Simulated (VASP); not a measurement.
# AlN (P6_3mc) in VASP: G0W0 quasiparticle levels with PBE

Aim: the G0W0 quasiparticle levels of AlN with PBE.

Everything below comes from runs of VASP 6.6.1. Logs are shortened: lines on timing, memory, paths and dates and some standing lists are left out, and cuts for length are marked.

## (1) The cell of the first run

It takes space group P6_3mc (No. 186, hexagonal). The conventional cell has a = 2.982 Å, b = 2.982 Å, c = 4.779 Å, α = 90.00°, β = 90.00°, γ = 120.00°. Within 2.4 Å of Al (site symmetry 3m) lie 4 N at 1.81 to 1.83 Å. Within 2.4 Å of N (site symmetry 3m) lie 4 Al at 1.81 to 1.83 Å.

## (2) G0W0 quasiparticle levels, PBE

Contents of POSCAR:

```
AlN
1.0
    2.9824260097      0.0000000000      0.0000000000
   -1.4912130049      2.5828566893      0.0000000000
    0.0000000000      0.0000000000      4.7794478898
Al N
2 2
Direct
    0.3333333333      0.6666666667     -0.0036428645
    0.6666666667      0.3333333333      0.4963571355
    0.3333333333      0.6666666667      0.3786428645
    0.6666666667      0.3333333333      0.8786428645
```

Contents of INCAR.step1:

```
PREC = Accurate ; ENCUT = 500
EDIFF = 1E-8 ; ISMEAR = 0
SIGMA = 0.01 ; LREAL = False
LASPH = True ; NELM = 60
ALGO = Normal ; LWAVE = True
LCHARG = False ; GGA = PE
```

Contents of INCAR.step2:

```
PREC = Accurate ; ENCUT = 500
EDIFF = 1E-8 ; ISMEAR = 0
SIGMA = 0.01 ; LREAL = False
LASPH = True ; NELM = 1
ALGO = Exact ; LWAVE = True
LCHARG = False ; GGA = PE
NBANDS = 161 ; LOPTICS = True
ISTART = 1
```

Contents of INCAR.step3:

```
PREC = Accurate ; ENCUT = 500
EDIFF = 1E-8 ; ISMEAR = 0
SIGMA = 0.01 ; LREAL = False
LASPH = True ; ALGO = EVGW0
LWAVE = False ; LCHARG = False
GGA = PE ; NELMGW = 1
NBANDS = 161 ; ENCUTGW = 150.0
NOMEGA = 96 ; PRECFOCK = Fast
ISTART = 1 ; NBANDSGW = 16
OMEGAMAX = 20
```

Contents of KPOINTS:

```
regular mesh
0
Gamma
  6 6 4
```

Potentials or basis: VASP PAW PBE potentials, release 64 (Al_GW, N_GW).

Launch:

```
$ cat potpaw_PBE.64/Al_GW/POTCAR potpaw_PBE.64/N_GW/POTCAR > POTCAR
$ cp INCAR.step1 INCAR
$ mpirun -np 1 vasp_std > vasp.out
$ cp INCAR.step2 INCAR
$ mpirun -np 1 vasp_std > vasp.out
$ cp INCAR.step3 INCAR
$ mpirun -np 1 vasp_std > vasp.out
```

OUTCAR:

```text
PREC = Accurate
   ENCUT = 500
   EDIFF = 1E-8
   ISMEAR = 0
   LREAL = False
   LASPH = True
   GGA = PE
   NELMGW = 1
   ENCUTGW = 150.0
   PRECFOCK = Fast
   ISTART = 1

 ion  position               nearest neighbor table
   1  0.333  0.667  0.996-   4 1.81   4 1.81   4 1.81   3 1.83
   2  0.667  0.333  0.496-   3 1.81   3 1.81   3 1.81   4 1.83
   3  0.333  0.667  0.379-   2 1.81   2 1.81   2 1.81   1 1.83
   4  0.667  0.333  0.879-   1 1.81   1 1.81   1 1.81   2 1.83

  LATTYP: Found a hexagonal cell.
 ALAT       =     2.9824260097
 C/A-ratio  =     1.6025369529

  Lattice vectors:

 A1 = (   2.9824260097,   0.0000000000,   0.0000000000)
 A2 = (  -1.4912130049,   2.5828566893,   0.0000000000)
 A3 = (   0.0000000000,   0.0000000000,   4.7794478898)

Analysis of symmetry for initial positions (statically):
=====================================================================
 Subroutine PRICEL returns:
 Original cell was already a primitive cell.

 Routine SETGRP: Setting up the symmetry group for a
 hexagonal supercell.

 Subroutine GETGRP returns: Found 12 space group operations
 (whereof  6 operations were pure point group operations)
 out of a pool of 24 trial point group operations.

The static configuration has the point symmetry C_3v.
 The point group associated with its full space group is C_6v.

Analysis of symmetry for dynamics (positions and initial velocities):
=====================================================================
 Subroutine PRICEL returns:
 Original cell was already a primitive cell.

 Routine SETGRP: Setting up the symmetry group for a
 hexagonal supercell.

 Subroutine GETGRP returns: Found 12 space group operations
 (whereof  6 operations were pure point group operations)
 out of a pool of 24 trial point group operations.

The dynamic configuration has the point symmetry C_3v.
 The point group associated with its full space group is C_6v.

 Subroutine INISYM returns: Found 12 space group operations
 (whereof  6 operations are pure point group operations),
 and found     1 'primitive' translations

----------------------------------------------------------------------------------------

                                     Primitive cell

  volume of cell :      36.8169

  direct lattice vectors                    reciprocal lattice vectors
     2.982426010  0.000000000  0.000000000     0.335297505  0.193584105  0.000000000
    -1.491213005  2.582856689  0.000000000     0.000000000  0.387168210  0.000000000
     0.000000000  0.000000000  4.779447890     0.000000000  0.000000000  0.209229188

  length of vectors
     2.982426010  2.982426010  4.779447890     0.387168210  0.387168210  0.209229188

  position of ions in fractional coordinates (direct lattice)
     0.333333333  0.666666667  0.996357135
     0.666666667  0.333333333  0.496357135
     0.333333333  0.666666667  0.378642865
     0.666666667  0.333333333  0.878642865

  ion indices of the primitive-cell ions
   primitive index   ion index
                 1           1
                 2           2
                 3           3
                 4           4

----------------------------------------------------------------------------------------

 KPOINTS: regular mesh

Automatic generation of k-mesh.
 Grid dimensions read from file:
 generate k-points for:    6    6    4

 Generating k-lattice:

  Cartesian coordinates                     Fractional coordinates (reciprocal lattice)
     0.055882918  0.032264017  0.000000000     0.166666667  0.000000000  0.000000000
     0.000000000  0.064528035  0.000000000     0.000000000  0.166666667  0.000000000
     0.000000000  0.000000000  0.052307297     0.000000000  0.000000000  0.250000000

  Length of vectors
     0.064528035  0.064528035  0.052307297

  Shift w.r.t. Gamma in fractional coordinates (k-lattice)
     0.000000000  0.000000000  0.000000000

 Subroutine IBZKPT returns following result:
 ===========================================

 Found     21 irreducible k-points:

 Following reciprocal coordinates:
            Coordinates               Weight
  0.000000  0.000000  0.000000      1.000000
  0.166667  0.000000  0.000000      6.000000
  0.333333  0.000000  0.000000      6.000000
  0.500000  0.000000  0.000000      3.000000
  0.166667  0.166667  0.000000      6.000000
  0.333333  0.166667  0.000000     12.000000
[... 13 lines left out ...]
  0.333333  0.166667  0.500000     12.000000
  0.333333  0.333333  0.500000      2.000000
   k-points           NKPTS =     21   k-points in BZ     NKDIM =    144   number of bands    NBANDS=    161
   number of dos      NEDOS =    301   number of ions     NIONS =      4
   total plane-waves  NPLWV =  20736
   dimension x,y,z NGX =    24 NGY =   24 NGZ =   36
   dimension x,y,z NGXF=    48 NGYF=   48 NGZF=   72
   ions per type =               2   2
   NGX,Y,Z   is equivalent  to a cutoff of  13.38, 13.38, 12.52 a.u.
   NGXF,Y,Z  is equivalent  to a cutoff of  26.76, 26.76, 25.04 a.u.
 SYSTEM =  unknown system
   PREC   = accura    normal or accurate (medium, high low for compatibility)
   ISTART =      1    job   : 0-new  1-cont  2-samecut
   ICHARG =      0    charge: 1-file 2-atom 10-const
   ISPIN  =      1    spin polarized calculation?
   LNONCOLLINEAR =      F non collinear calculations
   LSORBIT =      F    spin-orbit coupling
   LASPH  =      T    aspherical Exc in radial PAW
   ENCUT  =  500.0 eV  36.75 Ry    6.06 a.u.   5.44  5.44  8.71*2*pi/ulx,y,z
   NELM   =     60;   NELMIN=  2; NELMDL=  0     # of ELM steps
   EDIFF  = 0.1E-07   stopping-criterion for ELM
   LREAL  =      F    real-space projection
   EDIFFG = 0.1E-06   stopping-criterion for IOM
   NSW    =      0    number of steps for IOM
   IBRION =     -1    ionic relax: 0-MD 1-quasi-New 2-CG
   NFREE  =      0    steps in history (QN), initial steepest desc. (CG)
   ISIF   =      0    stress and relaxation
   ISYM   =      3    0-nonsym 1-usesym 2-fastsym
   POTIM  = 0.5000    time-step for ionic-motion
   TEBEG  =    0.0;   TEEND  =   0.0 temperature during run
   PSTRESS=    0.0 pullay stress
   NELECT =      16.0000    total number of electrons
   NUPDOWN=      -1.0000    fix difference up-down
   EMIN   =  10.00;   EMAX   =-10.00  energy-range for DOS
   EFERMI =   0.00;   METHOD = LEGACY
   ISMEAR =     0;   SIGMA  =   0.01  broadening in eV -4-tet -1-fermi 0-gaus
   EFERMI_NEDOS =   21; number of points for ismear=-14 and -15
   IALGO  =     38    algorithm
   IMIX   =      4    mixing-type and parameters
     AMIX     =   0.40;   BMIX     =  1.00
     AMIX_MAG =   1.60;   BMIX_MAG =  1.00
  volume/ion in A,a.u.               =       9.20        62.11
  Fermi-wavevector in a.u.,A,eV,Ry     =   1.240030  2.343317 20.921336  1.537675
  Thomas-Fermi vector in A             =   2.374488
   LORBIT       =      0    0 simple, 1 ext, 2 COOP (PROOUT), +10 PAW based schemes
   GGA     = PE    functional components
   LHFCALC =     T    Hartree Fock is set to
   PRECFOCK=fast      Normal, Fast or Accurate (Low or Medium for compatibility)
   ENCUT4O =  -1.0   cutoff for four orbital integrals eV
   NKREDX  =     1    reduce k-point grid by
   NKREDY  =     1    reduce k-point grid by
   NKREDZ  =     1    reduce k-point grid by
   AEXX    =    1.0000 exact exchange contribution
   HFSCREEN=    0.0000 screening length (either q_TF or 0.3 A-1)
   HFSCREENC=   0.0000 screening length for correlation (either q_TF or 0.3 A-1)
   ENCUTFOCK=  -1.0 apply spherical cutoff to Coloumb kernel
   IVDW    =     0    specifies the selected vdW correction
   LEPSILON=     F    determine dielectric tensor
   LRPA    =     F    only Hartree local field effects (RPA)
   LRPAFORCE           =     F    calculate RPA forces
   ENCUTGW             = 150.0    cutoff for response function in eV
   ENCUTGWSOFT         = 120.0    soft cutoff for Coulomb kernel in GW response function in eV
   ENCUTLF             =  -1.0    cutoff for local field effects
   NELMGW              =     1    number of iterations in solving QP/BSE equation
   NELMHF              =     1    number of iterations in the inner HF iteration
   NKREDLFX            =     1    NKREDLFY  =   1   NKREDLFZ  =   1
 non-spin polarized calculation
 Gauss-broadening in eV      SIGMA  =   0.01
  energy-cutoff  :      500.00
  volume of cell :       36.82
 maximum number of plane-waves:       966
 NGX is ok and might be reduce to    24
  NGX = 14; NGY = 14; NGZ = 24
   NGX = 11   NGY = 11   NGZ = 17
 maximum number of plane-waves:       162
 NGX is ok and might be reduce to    14

 QP shifts <psi_nk| G(iteration)W_0 |psi_nk>: iteration 1
 for sc-GW calculations column KS-energies equals QP-energies in previous step
 and V_xc(KS)=  KS-energies - (<T + V_ion + V_H > + <T+V_H+V_ion>^1  + <V_x>^1)

 k-point   1 :       0.0000    0.0000    0.0000
  band No.  KS-energies  QP-energies   sigma(KS)   V_xc(KS)     V^pw_x(r,r')   Z            occupation Imag(sigma)

      1      -9.7155     -11.3729     -17.1690     -14.9284     -25.1626       0.7397       2.0000       1.2107
      2      -7.1572      -8.6851     -18.6094     -16.5480     -26.2488       0.7412       2.0000       0.9210
      3      -0.3208      -1.7128     -14.9236     -13.0107     -19.1744       0.7277       2.0000       0.1202
      4       5.3549       4.3011     -18.0296     -16.6900     -21.1878       0.7867       2.0000       0.0398
      5       5.3549       4.3011     -18.0296     -16.6900     -21.1878       0.7867       2.0000       0.0398
      6       6.0290       5.0634     -18.3252     -17.1047     -21.3425       0.7912       2.0000       0.0369
[... 8 lines left out ...]
     15      20.6609      21.7729      -9.5129     -10.8894      -4.2297       0.8078       0.0000      -0.1060
     16      20.6609      21.7729      -9.5129     -10.8894      -4.2297       0.8078       0.0000      -0.1060

 k-point   2 :       0.1667    0.0000    0.0000
  band No.  KS-energies  QP-energies   sigma(KS)   V_xc(KS)     V^pw_x(r,r')   Z            occupation Imag(sigma)

      1      -9.3142     -10.9372     -17.3085     -15.1026     -25.2371       0.7357       2.0000       1.1577
      2      -6.9333      -8.4689     -18.7359     -16.6996     -26.3501       0.7541       2.0000       0.9073
      3       0.1387      -1.2572     -15.0643     -13.1706     -19.1675       0.7371       2.0000       0.1027
      4       3.8303       2.6210     -16.9324     -15.3821     -20.2480       0.7801       2.0000       0.0484
      5       4.7297       3.6385     -17.5207     -16.1311     -20.6539       0.7852       2.0000       0.0421
      6       4.9202       3.8055     -17.7033     -16.2840     -20.9133       0.7854       2.0000       0.0416
[... 8 lines left out ...]
     15      19.9403      20.9118      -9.1633     -10.3613      -3.9535       0.8109       0.0000      -0.1123
     16      19.9488      21.0814     -10.1962     -11.6188      -4.8282       0.7962       0.0000      -0.1060
[... 348 lines left out ...]
      5       3.3718       2.1013     -16.4932     -14.8612     -19.8392       0.7786       2.0000       0.0512
      6       3.3718       2.1013     -16.4932     -14.8612     -19.8392       0.7786       2.0000       0.0512
[... 8 lines left out ...]
     15      20.9842      22.1706     -10.9992     -12.5033      -5.3646       0.7888       0.0000      -0.1468
     16      20.9842      22.1706     -10.9992     -12.5033      -5.3646       0.7888       0.0000      -0.1468

 k-point  21 :       0.3333    0.3333    0.5000
  band No.  KS-energies  QP-energies   sigma(KS)   V_xc(KS)     V^pw_x(r,r')   Z            occupation Imag(sigma)

      1      -6.6738      -8.1798     -18.9182     -16.9321     -26.5315       0.7583       2.0000       0.8803
      2      -6.6738      -8.1798     -18.9182     -16.9321     -26.5315       0.7583       2.0000       0.8803
      3       1.0884      -0.2795     -15.7247     -13.9045     -19.6446       0.7515       2.0000       0.0813
      4       1.0884      -0.2795     -15.7247     -13.9045     -19.6446       0.7515       2.0000       0.0813
      5       1.9285       0.5315     -15.5516     -13.7330     -19.1140       0.7682       2.0000       0.0638
      6       1.9285       0.5315     -15.5516     -13.7330     -19.1140       0.7682       2.0000       0.0638
[... 8 lines left out ...]
     15      20.8886      21.8053      -9.5390     -10.6763      -4.2278       0.8060       0.0000      -0.1319
     16      20.8886      21.8053      -9.5390     -10.6763      -4.2278       0.8060       0.0000      -0.1319
```

It took 21 min on 1 thread of Intel Xeon Platinum 8488C (Sapphire Rapids), shared host; peak memory 0.71 GiB.

What came out:

```
Quasiparticle gap                                   : 6.55 eV
Least direct quasiparticle gap                      : 7.11 eV
Band gap of the starting levels on the mesh         : 5.09 eV
Least direct gap of the starting levels on the mesh : 5.35 eV
```

Caveat: the k points lie up to 0.41 Å⁻¹ apart; bands, screening cutoff and mesh are small and nothing is extrapolated, so the quasiparticle values aren't converged.
